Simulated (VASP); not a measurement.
# KI (Fm-3m) in VASP: notebook

Runs on KI. Level: PBE. Tasks: single point.

Everything below comes from runs of VASP 6.6.1. Logs are shortened: lines on timing, memory, paths and dates and some standing lists are left out, and cuts for length are marked.

## Step 1: The cell of the first run

Symmetry: Fm-3m, No. 225, cubic system. The conventional cell has a = 7.089 Å, b = 7.089 Å, c = 7.089 Å, α = 90.00°, β = 90.00°, γ = 90.00°. K (site symmetry m-3m) has 6 I at 3.54 Å within 4.7 Å. Within 4.7 Å of I (site symmetry m-3m) lie 6 K at 3.54 Å.

## Step 2: Single point, PBE

INCAR

```
SYSTEM = KI
PREC = Accurate
ENCUT = 520
EDIFF = 1E-6
ISMEAR = 0
SIGMA = 0.01
LREAL = .FALSE.
LASPH = .TRUE.
NELM = 100
ALGO = Normal
ISIF = 2
LWAVE = .FALSE.
LCHARG = .TRUE.
GGA = PE
LELF = .TRUE.
LVHAR = .TRUE.
NBANDS = 15
```

KPOINTS

```
regular mesh
0
G
  4 4 4
  0 0 0
```

POSCAR

```
KI
1.0
    0.0000000000      3.5444850633      3.5444850633
    3.5444850633      0.0000000000      3.5444850633
    3.5444850633      3.5444850633      0.0000000000
K I
1 1
Direct
    0.0000000000      0.0000000000      0.0000000000
    0.5000000000      0.5000000000      0.5000000000
```

Potentials or basis: VASP PAW PBE potentials, release 64 (K_sv, I).

On the command line:

```
$ cat potpaw_PBE.64/K_sv/POTCAR potpaw_PBE.64/I/POTCAR > POTCAR
$ mpirun -np 1 vasp_std > vasp.out
```

OUTCAR:

```text
SYSTEM = KI
   PREC = Accurate
   ENCUT = 520
   EDIFF = 1E-6
   ISMEAR = 0
   LREAL = .FALSE.
   LASPH = .TRUE.
   NELM = 100
   ISIF = 2
   GGA = PE

 ion  position               nearest neighbor table
   1  0.000  0.000  0.000-   2 3.54   2 3.54   2 3.54   2 3.54   2 3.54   2 3.54
   2  0.500  0.500  0.500-   1 3.54   1 3.54   1 3.54   1 3.54   1 3.54   1 3.54

  LATTYP: Found a face centered cubic cell.
 ALAT       =     7.0889701266

  Lattice vectors:

 A1 = (   0.0000000000,   3.5444850633,   3.5444850633)
 A2 = (   3.5444850633,   0.0000000000,   3.5444850633)
 A3 = (   3.5444850633,   3.5444850633,   0.0000000000)

Analysis of symmetry for initial positions (statically):
=====================================================================
 Subroutine PRICEL returns:
 Original cell was already a primitive cell.

 Routine SETGRP: Setting up the symmetry group for a
 face centered cubic supercell.

 Subroutine GETGRP returns: Found 48 space group operations
 (whereof 48 operations were pure point group operations)
 out of a pool of 48 trial point group operations.

The static configuration has the point symmetry O_h .

Analysis of symmetry for dynamics (positions and initial velocities):
=====================================================================
 Subroutine PRICEL returns:
 Original cell was already a primitive cell.

 Routine SETGRP: Setting up the symmetry group for a
 face centered cubic supercell.

 Subroutine GETGRP returns: Found 48 space group operations
 (whereof 48 operations were pure point group operations)
 out of a pool of 48 trial point group operations.

The dynamic configuration has the point symmetry O_h .

 Subroutine INISYM returns: Found 48 space group operations
 (whereof 48 operations are pure point group operations),
 and found     1 'primitive' translations

----------------------------------------------------------------------------------------

                                     Primitive cell

  volume of cell :      89.0614

  direct lattice vectors                    reciprocal lattice vectors
     0.000000000  3.544485063  3.544485063    -0.141064214  0.141064214  0.141064214
     3.544485063  0.000000000  3.544485063     0.141064214 -0.141064214  0.141064214
     3.544485063  3.544485063  0.000000000     0.141064214  0.141064214 -0.141064214

  length of vectors
     5.012658848  5.012658848  5.012658848     0.244330386  0.244330386  0.244330386

  position of ions in fractional coordinates (direct lattice)
     0.000000000  0.000000000  0.000000000
     0.500000000  0.500000000  0.500000000

  ion indices of the primitive-cell ions
   primitive index   ion index
                 1           1
                 2           2

----------------------------------------------------------------------------------------

 KPOINTS: regular mesh

Automatic generation of k-mesh.
 Grid dimensions read from file:
 generate k-points for:    4    4    4

 Generating k-lattice:

  Cartesian coordinates                     Fractional coordinates (reciprocal lattice)
    -0.035266054  0.035266054  0.035266054     0.250000000  0.000000000  0.000000000
     0.035266054 -0.035266054  0.035266054     0.000000000  0.250000000  0.000000000
     0.035266054  0.035266054 -0.035266054     0.000000000  0.000000000  0.250000000

  Length of vectors
     0.061082597  0.061082597  0.061082597

  Shift w.r.t. Gamma in fractional coordinates (k-lattice)
     0.000000000  0.000000000  0.000000000

 Subroutine IBZKPT returns following result:
 ===========================================

 Found      8 irreducible k-points:

 Following reciprocal coordinates:
            Coordinates               Weight
  0.000000  0.000000  0.000000      1.000000
  0.250000  0.000000  0.000000      8.000000
  0.500000  0.000000  0.000000      4.000000
  0.250000  0.250000  0.000000      6.000000
  0.500000  0.250000  0.000000     24.000000
 -0.250000  0.250000  0.000000     12.000000
  0.500000  0.500000  0.000000      3.000000
 -0.250000  0.500000  0.250000      6.000000
   k-points           NKPTS =      8   k-points in BZ     NKDIM =      8   number of bands    NBANDS=     15
   number of dos      NEDOS =    301   number of ions     NIONS =      2
   total plane-waves  NPLWV =  64000
   dimension x,y,z NGX =    40 NGY =   40 NGZ =   40
   dimension x,y,z NGXF=    80 NGYF=   80 NGZF=   80
   ions per type =               1   1
   NGX,Y,Z   is equivalent  to a cutoff of  13.27, 13.27, 13.27 a.u.
   NGXF,Y,Z  is equivalent  to a cutoff of  26.53, 26.53, 26.53 a.u.
 SYSTEM =  KI
   PREC   = accura    normal or accurate (medium, high low for compatibility)
   ISTART =      0    job   : 0-new  1-cont  2-samecut
   ICHARG =      2    charge: 1-file 2-atom 10-const
   ISPIN  =      1    spin polarized calculation?
   LNONCOLLINEAR =      F non collinear calculations
   LSORBIT =      F    spin-orbit coupling
   LASPH  =      T    aspherical Exc in radial PAW
   ENCUT  =  520.0 eV  38.22 Ry    6.18 a.u.   9.32  9.32  9.32*2*pi/ulx,y,z
   NELM   =    100;   NELMIN=  2; NELMDL= -5     # of ELM steps
   EDIFF  = 0.1E-05   stopping-criterion for ELM
   LREAL  =      F    real-space projection
   EDIFFG = 0.1E-04   stopping-criterion for IOM
   NSW    =      0    number of steps for IOM
   IBRION =     -1    ionic relax: 0-MD 1-quasi-New 2-CG
   NFREE  =      0    steps in history (QN), initial steepest desc. (CG)
   ISIF   =      2    stress and relaxation
   ISYM   =      2    0-nonsym 1-usesym 2-fastsym
   POTIM  = 0.5000    time-step for ionic-motion
   TEBEG  =    0.0;   TEEND  =   0.0 temperature during run
   PSTRESS=    0.0 pullay stress
   NELECT =      16.0000    total number of electrons
   NUPDOWN=      -1.0000    fix difference up-down
   EMIN   =  10.00;   EMAX   =-10.00  energy-range for DOS
   EFERMI =   0.00;   METHOD = LEGACY
   ISMEAR =     0;   SIGMA  =   0.01  broadening in eV -4-tet -1-fermi 0-gaus
   EFERMI_NEDOS =   21; number of points for ismear=-14 and -15
   IALGO  =     38    algorithm
   IMIX   =      4    mixing-type and parameters
     AMIX     =   0.40;   BMIX     =  1.00
     AMIX_MAG =   1.60;   BMIX_MAG =  1.00
  volume/ion in A,a.u.               =      44.53       300.51
  Fermi-wavevector in a.u.,A,eV,Ry     =   0.923744  1.745623 11.609894  0.853303
  Thomas-Fermi vector in A             =   2.049414
   LORBIT       =      0    0 simple, 1 ext, 2 COOP (PROOUT), +10 PAW based schemes
   GGA     = PE    functional components
   LHFCALC =     F    Hartree Fock is set to
   AEXX    =    0.0000 exact exchange contribution
   IVDW    =     0    specifies the selected vdW correction
   LEPSILON=     F    determine dielectric tensor
   LRPA    =     F    only Hartree local field effects (RPA)
 non-spin polarized calculation
 Gauss-broadening in eV      SIGMA  =   0.01
  energy-cutoff  :      520.00
  volume of cell :       89.06
 maximum number of plane-waves:      2421
 NGX is ok and might be reduce to    40
   NGX = 19   NGY = 19   NGZ = 19

 number of electron      15.9999999 magnetization

 Free energy of the ion-electron system (eV)
  ---------------------------------------------------
  ext. energy  EPLUGINS =         0.00000000
  ---------------------------------------------------
  free energy    TOTEN  =        -5.55864007 eV

  energy without entropy =       -5.55864007  energy(sigma->0) =       -5.55864007

 E-fermi :  -0.3213     XC(G=0):  -7.1387

 val. band max:       -0.4659007210   @ k =   0.0000   0.0000   0.0000
 cond. band min:       3.4732908245   @ k =   0.0000   0.0000   0.0000
 fundamental gap:      3.9391915455
 Fermi energy:        -0.3213403807

 k-point     1 :       0.0000    0.0000    0.0000
  band No.  band energies     occupation
      1     -28.9869      2.00000
      2     -12.4733      2.00000
      3     -12.4733      2.00000
      4     -12.4733      2.00000
      5     -10.9530      2.00000
      6      -0.4659      2.00000
      7      -0.4659      2.00000
      8      -0.4659      2.00000
      9       3.4733      0.00000
     10       6.0341      0.00000
     11       6.0341      0.00000
     12       6.0341      0.00000
     13       6.7445      0.00000
     14       6.7445      0.00000
     15       9.3099      0.00000

 k-point     2 :       0.2500    0.0000    0.0000
  band No.  band energies     occupation
      1     -28.9860      2.00000
      2     -12.5467      2.00000
      3     -12.4744      2.00000
      4     -12.4744      2.00000
      5     -10.8174      2.00000
      6      -1.2123      2.00000
      7      -0.6376      2.00000
      8      -0.6376      2.00000
      9       4.5657      0.00000
     10       6.0961      0.00000
     11       6.6369      0.00000
     12       6.6369      0.00000
     13       7.4312      0.00000
     14       7.4312      0.00000
     15       9.7897      0.00000

 k-point     3 :       0.5000    0.0000    0.0000
  band No.  band energies     occupation
      1     -28.9850      2.00000
      2     -12.6110      2.00000
      3     -12.4756      2.00000
      4     -12.4756      2.00000
      5     -10.6884      2.00000
      6      -1.7631      2.00000
      7      -0.7936      2.00000
      8      -0.7936      2.00000
      9       5.0459      0.00000
     10       7.2145      0.00000
     11       7.6572      0.00000
     12       7.6572      0.00000
     13       8.2204      0.00000
     14       8.2204      0.00000
     15       8.7986      0.00000
[... 55 lines left out ...]
 k-point     7 :       0.5000    0.5000    0.0000
  band No.  band energies     occupation
      1     -28.9844      2.00000
      2     -12.5165      2.00000
      3     -12.4908      2.00000
      4     -12.4908      2.00000
      5     -10.8136      2.00000
      6      -1.4479      2.00000
      7      -0.8268      2.00000
      8      -0.8268      2.00000
      9       4.4840      0.00000
     10       5.2764      0.00000
     11       7.6189      0.00000
     12       8.2155      0.00000
     13       8.2913      0.00000
     14       9.1239      0.00000
     15       9.1239      0.00000

 k-point     8 :      -0.2500    0.5000    0.2500
  band No.  band energies     occupation
      1     -28.9844      2.00000
      2     -12.5205      2.00000
      3     -12.5035      2.00000
      4     -12.5035      2.00000
      5     -10.7587      2.00000
      6      -1.1814      2.00000
      7      -1.1814      2.00000
      8      -1.0534      2.00000
      9       5.9931      0.00000
     10       5.9931      0.00000
     11       6.1421      0.00000
     12       7.6865      0.00000
     13       8.3314      0.00000
     14       9.1553      0.00000
     15       9.5103      0.00000

------------------------ aborting loop because EDIFF is reached ----------------------------------------

  FORCE on cell =-STRESS in cart. coord.  units (eV):
  Direction    XX          YY          ZZ          XY          YZ          ZX
  --------------------------------------------------------------------------------------
  -------------------------------------------------------------------------------------
  Total        0.2757848      0.2757848      0.2757848     -0.0000000     -0.0000000      0.0000000
  in kB        4.9612543      4.9612543      4.9612543     -0.0000000     -0.0000000      0.0000000
  external PRESSURE =       4.9612543 kB  Pullay stress =       0.0000000 kB

 VOLUME and BASIS-vectors are now :
 -----------------------------------------------------------------------------
  energy-cutoff  :      520.00
  volume of cell :       89.06
      direct lattice vectors                 reciprocal lattice vectors
     0.000000000  3.544485063  3.544485063    -0.141064214  0.141064214  0.141064214
     3.544485063  0.000000000  3.544485063     0.141064214 -0.141064214  0.141064214
     3.544485063  3.544485063  0.000000000     0.141064214  0.141064214 -0.141064214

 POSITION                                       TOTAL-FORCE (eV/Angst)
 -----------------------------------------------------------------------------------
      0.00000      0.00000      0.00000        -0.000000      0.000000      0.000000
      3.54449      3.54449      3.54449         0.000000     -0.000000     -0.000000
 -----------------------------------------------------------------------------------
    total drift:                                0.000000     -0.000000     -0.000000

  FREE ENERGIE OF THE ION-ELECTRON SYSTEM (eV)
  ---------------------------------------------------
  free  energy   TOTEN  =        -5.5586400676 eV

  energy  without entropy=       -5.5586400676  energy(sigma->0) =       -5.55864007
```

Run time: 16 s. Hardware: 1 thread of Intel Xeon Platinum 8259CL at 2.50GHz (Skylake/Cascade Lake), shared host; peak memory 0.23 GiB.

What came out:

* Free energy: -5.5586 eV
* Pressure: 0.5 GPa
* Band gap on the k mesh: 3.94 eV

Caveat: spin-orbit coupling is left out, which moves the levels of the heavy elements.

## Step 3: Single point, PBE

INCAR

```
PREC     = Accurate       # precision mode
ENCUT    = 520            # plane-wave cutoff, eV
EDIFF    = 1E-6           # SCF threshold, eV
ISMEAR   = 0              # smearing method
SIGMA    = 0.01           # smearing width, eV
LREAL    = False          # projectors in reciprocal space
LASPH    = True           # aspherical terms in the spheres
NELM     = 80             # most SCF steps
ALGO     = Normal         # electronic algorithm
ISIF     = 2              # what is computed and relaxed
LWAVE    = False          # write WAVECAR
LCHARG   = False          # write CHGCAR
GGA      = PE             # functional
NBANDS   = 15             # bands
```

KPOINTS

```
Automatic mesh
0
Gamma
  4 4 4
```

POSCAR is that of step 2.

Potentials or basis: VASP PAW PBE potentials, release 64 (K_sv, I).

On the command line:

```
$ cat potpaw_PBE.64/K_sv/POTCAR potpaw_PBE.64/I/POTCAR > POTCAR
$ mpirun -np 1 vasp_std > vasp.out
```

Run time: 14 s. Hardware: 1 thread of Intel Xeon Platinum 8259CL at 2.50GHz (Skylake/Cascade Lake), shared host; peak memory 0.23 GiB.

It converged, with:

```
Free energy            : -5.5586 eV
Pressure               : 0.5 GPa
Band gap on the k mesh : 3.94 eV
```

Levels at points of the mesh, in eV from the valence-band top:
| k point | band 6 | band 7 | band 8 | band 9 | band 10 | band 11 |
| --- | --- | --- | --- | --- | --- | --- |
| (0.00, 0.00, 0.00) | 0.00 | 0.00 | 0.00 | 3.94 | 6.50 | 6.50 |
| (0.50, 0.00, 0.00) | -1.30 | -0.33 | -0.33 | 5.51 | 7.68 | 8.12 |
| (0.50, 0.50, 0.00) | -0.98 | -0.36 | -0.36 | 4.95 | 5.74 | 8.08 |

Caveat: spin-orbit coupling is left out, which moves the levels of the heavy elements.
